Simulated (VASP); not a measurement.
Here is a VASP 6.6.1 calculation.

Contents of INCAR:

```
PREC = Accurate
ENCUT = 520
EDIFF = 1E-6
ISMEAR = 0
SIGMA = 0.05
LREAL = F
LASPH = T
NELM = 80
ALGO = Normal
ISIF = 2
LWAVE = F
LCHARG = F
GGA = PS
NBANDS = 21
```

File KPOINTS:

```
regular mesh
0
Gamma
  4 4 4
```

File POSCAR:

```
KSnH3
1.0
    4.3637922421      0.0000000000      0.0000000000
    0.0000000000      4.3637922421      0.0000000000
    0.0000000000      0.0000000000      4.3637922421
K Sn H
1 1 3
Direct
    0.0000000000      0.0000000000      0.0000000000
    0.5000000000      0.5000000000      0.5000000000
    0.5000000000      0.5000000000      0.0000000000
    0.5000000000      0.0000000000      0.5000000000
    0.0000000000      0.5000000000      0.5000000000
```

Potentials or basis: VASP PAW PBE potentials, release 64 (K_sv, Sn_d, H).

Run with:

```bash
$ cat potpaw_PBE.64/K_sv/POTCAR potpaw_PBE.64/Sn_d/POTCAR potpaw_PBE.64/H/POTCAR > POTCAR
$ mpirun -np 1 vasp_std > vasp.out
```

(1) Predict the band gap on the k mesh.

(2) What does it give for the pressure?

## Answers

(1) zero (band 13 reaches 3.45 eV, above the bottom of band 14 at 3.30 eV).

(2) -1.0 GPa.

Caveat: the PAW data sets were made with another functional, which shifts forces and pressure a little; spin-orbit coupling is left out, which moves the levels of the heavy elements.
